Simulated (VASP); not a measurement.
# KBr in VASP: notebook, part 2 of 2

VASP 6.6.1. Earlier steps stand in the parts before.

**3. Single point, r2SCAN (shear xy strain +1.6%)**

Contents of POSCAR:

```
KBr
1.0
    3.9763217797      0.0324070225      0.0000000000
    0.0324070225      3.9763217797      0.0000000000
    0.0000000000      0.0000000000      3.9763217797
K Br
1 1
Direct
    0.0000000000      0.0000000000      0.0000000000
    0.5000000000      0.5000000000      0.5000000000
```

Contents of INCAR.step1:

```
SYSTEM = KBr
PREC = Accurate
ENCUT = 520
ISMEAR = 0
SIGMA = 0.01
LREAL = .False.
LASPH = .True.
NELM = 100
NBANDS = 15
GGA = PE
ALGO = Normal
EDIFF = 1E-4
LWAVE = .True.
LCHARG = .False.
```

Contents of INCAR.step2:

```
SYSTEM = KBr
PREC = Accurate
ENCUT = 520
EDIFF = 1E-7
ISMEAR = 0
SIGMA = 0.01
LREAL = .False.
LASPH = .True.
NELM = 100
ALGO = Normal
ISIF = 2
LWAVE = .False.
LCHARG = .False.
METAGGA = R2SCAN
LMIXTAU = .True.
NBANDS = 15
ISTART = 1
```

Contents of KPOINTS:

```
regular mesh
0
Gamma
  6 6 6
  0 0 0
```

Potentials or basis: VASP PAW PBE potentials, release 64 (K_sv, Br).

Command:

```
$ cat potpaw_PBE.64/K_sv/POTCAR potpaw_PBE.64/Br/POTCAR > POTCAR
$ cp INCAR.step1 INCAR
$ mpirun -np 1 vasp_std > vasp.out
$ cp INCAR.step2 INCAR
$ mpirun -np 1 vasp_std > vasp.out
```

OUTCAR:

```text
SYSTEM = KBr
   PREC = Accurate
   ENCUT = 520
   EDIFF = 1E-7
   ISMEAR = 0
   LREAL = .False.
   LASPH = .True.
   NELM = 100
   ISIF = 2
   METAGGA = R2SCAN
   ISTART = 1

 ion  position               nearest neighbor table
   1  0.000  0.000  0.000-
   2  0.500  0.500  0.500-

  LATTYP: Found a base centered orthorhombic cell.
 ALAT       =     5.5775377385
 B/A-ratio  =     1.0164339366
 C/A-ratio  =     0.7129170552

  Lattice vectors:

[... 618 lines left out ...]
 [... further k-points ...]

------------------------ aborting loop because EDIFF is reached ----------------------------------------

  FORCE on cell =-STRESS in cart. coord.  units (eV):
  Direction    XX          YY          ZZ          XY          YZ          ZX
  --------------------------------------------------------------------------------------
  -------------------------------------------------------------------------------------
  Total       -0.0028205     -0.0028205     -0.0021159     -0.0393811      0.0000000      0.0000000
  in kB       -0.0718810     -0.0718810     -0.0539248     -1.0036503      0.0000000      0.0000000
  external PRESSURE =      -0.0658956 kB  Pullay stress =       0.0000000 kB

 VOLUME and BASIS-vectors are now :
 -----------------------------------------------------------------------------
  energy-cutoff  :      520.00
  volume of cell :       62.87
      direct lattice vectors                 reciprocal lattice vectors
     3.976321780  0.032407023  0.000000000     0.251505407 -0.002049769  0.000000000
     0.032407023  3.976321780  0.000000000    -0.002049769  0.251505407  0.000000000
     0.000000000  0.000000000  3.976321780     0.000000000  0.000000000  0.251488701

 POSITION                                       TOTAL-FORCE (eV/Angst)
 -----------------------------------------------------------------------------------
      0.00000      0.00000      0.00000        -0.000000      0.000000      0.000000
      2.00436      2.00436      1.98816         0.000000      0.000000      0.000000
 -----------------------------------------------------------------------------------
    total drift:                                0.000000      0.000000     -0.000000

  FREE ENERGIE OF THE ION-ELECTRON SYSTEM (eV)
  ---------------------------------------------------
  free  energy   TOTEN  =       -23.1433531345 eV

  energy  without entropy=      -23.1433531345  energy(sigma->0) =      -23.14335313
```

OUTCAR.step1:

```text
SYSTEM = KBr
   PREC = Accurate
   ENCUT = 520
   ISMEAR = 0
   LREAL = .False.
   LASPH = .True.
[... 656 lines left out ...]
      0.00000      0.00000      0.00000        -0.000000      0.000000      0.000000
      2.00436      2.00436      1.98816         0.000000      0.000000      0.000000
 -----------------------------------------------------------------------------------
    total drift:                                0.000000      0.000000     -0.000000

  FREE ENERGIE OF THE ION-ELECTRON SYSTEM (eV)
  ---------------------------------------------------
  free  energy   TOTEN  =        -6.0695341345 eV

  energy  without entropy=       -6.0695341345  energy(sigma->0) =       -6.06953413
```

OSZICAR.step1:

```text
N       E                     dE             d eps       ncg     rms          rms(c)
DAV:   1     0.969933455861E+02    0.96993E+02   -0.69349E+03  1560   0.947E+02
DAV:   2    -0.570896197948E+00   -0.97564E+02   -0.91262E+02  1995   0.234E+02
DAV:   3    -0.604971292554E+01   -0.54788E+01   -0.54483E+01  2176   0.482E+01
DAV:   4    -0.626037396248E+01   -0.21066E+00   -0.21063E+00  2266   0.834E+00
DAV:   5    -0.626203456406E+01   -0.16606E-02   -0.16606E-02  2197   0.851E-01    0.280E+00
DAV:   6    -0.609416019728E+01    0.16787E+00   -0.14551E-01  1931   0.222E+00    0.209E+00
DAV:   7    -0.606640624118E+01    0.27754E-01   -0.88283E-02  2022   0.191E+00    0.992E-01
DAV:   8    -0.606920974493E+01   -0.28035E-02   -0.13286E-02  2015   0.845E-01    0.110E-01
DAV:   9    -0.606938529452E+01   -0.17555E-03   -0.37763E-04  2141   0.154E-01    0.769E-02
DAV:  10    -0.606953230942E+01   -0.14701E-03   -0.18891E-04  1642   0.982E-02    0.129E-02
DAV:  11    -0.606953413453E+01   -0.18251E-05   -0.85799E-06  1060   0.223E-02
   1 F= -.60695341E+01 E0= -.60695341E+01  d E =-.158170E-65
```

Run time: 2.8 min. Hardware: 1 thread of Intel Xeon Platinum 8259CL at 2.50GHz (Skylake/Cascade Lake), shared host; peak memory 0.2 GiB.

Results:

```
Free energy            : -23.1434 eV
Pressure               : 0.0 GPa
Band gap on the k mesh : 4.77 eV, indirect (least direct gap 5.04 eV)
```

Caveat: the cell differs from its parent crystal (shear xy strain +1.6%); the PAW data sets were made with another functional, which shifts forces and pressure a little.

**4. Single point, PBE (shear xy strain +1.6%)**

Contents of INCAR:

```
PREC = Accurate
ENCUT = 520
EDIFF = 1E-7
ISMEAR = -1
SIGMA = 0.02
LREAL = F
LASPH = T
NELM = 80
ALGO = Normal
ISIF = 2
LWAVE = F
LCHARG = F
GGA = PE
NBANDS = 15
```

Contents of KPOINTS:

```
regular mesh
0
Gamma
  6 6 6
```

POSCAR is that of step 3.

Command:

```
$ cat potpaw_PBE.64/K_sv/POTCAR potpaw_PBE.64/Br/POTCAR > POTCAR
$ mpirun -np 1 vasp_std > vasp.out
```

Run time: 40 s. Hardware: 1 thread of AMD EPYC 7R43 (Zen 3), shared host; peak memory 0.16 GiB.

It converged, with:

```yaml
Free_energy: -6.0695 eV
Pressure: 0.9 GPa
Band_gap_on_the_k_mesh: 4.02 eV, indirect (least direct gap 4.29 eV)
```

Stress tensor (GPa, compression positive):
```
 0.87 -0.09  0.00
-0.09  0.87  0.00
 0.00  0.00  0.87
```

Levels at points of the mesh, in eV from the valence-band top:
| k point | band 5 | band 6 | band 7 | band 8 | band 9 | band 10 | band 11 | band 12 |
| --- | --- | --- | --- | --- | --- | --- | --- | --- |
| (0.00, 0.00, 0.00) | -12.02 | -0.29 | -0.28 | -0.27 | 4.02 | 5.79 | 5.79 | 9.72 |
| (0.50, 0.00, 0.00) | -11.81 | -2.09 | -0.26 | -0.26 | 6.67 | 7.18 | 7.93 | 8.92 |
| (0.50, 0.50, 0.00) | -11.98 | -1.50 | -1.47 | 0.00 | 5.23 | 6.54 | 8.07 | 8.08 |
| (0.00, 0.00, 0.50) | -11.81 | -2.10 | -0.29 | -0.23 | 6.67 | 7.18 | 7.93 | 8.92 |
| (0.50, 0.00, 0.50) | -11.98 | -1.48 | -1.48 | 0.00 | 5.23 | 6.54 | 8.08 | 8.08 |
| (0.50, 0.50, 0.50) | -12.14 | -1.55 | -1.55 | -1.54 | 7.44 | 7.51 | 7.59 | 9.53 |

Caveat: the cell differs from its parent crystal (shear xy strain +1.6%). A k mesh can miss the band edges.

**5. Summary**

| level | cell | smearing | gap on the mesh (eV) | pressure (GPa) |
| --- | --- | --- | --- | --- |
| PBE | a = 4.076, b = 3.976, c = 3.976 Å, 2 atoms | fermi-dirac 0.02 eV | 3.89 | 0.4 |
| r2SCAN | a = 3.976 Å, angles 90.0, 90.0, 89.1°, 2 atoms | gaussian 0.01 eV | 4.77 | 0.0 |
| PBE | a = 3.976 Å, angles 90.0, 90.0, 89.1°, 2 atoms | fermi-dirac 0.02 eV | 4.02 | 0.9 |

Alike in all rows: task single point; potentials or basis VASP PAW PBE potentials, release 64 (K_sv, Br); no spin polarisation; k mesh 6 × 6 × 6; cutoff (eV) 520.

Caveats: the PAW data sets were made with another functional, which shifts forces and pressure a little (some runs).

Absolute energies hang on the potentials; compare differences alone.
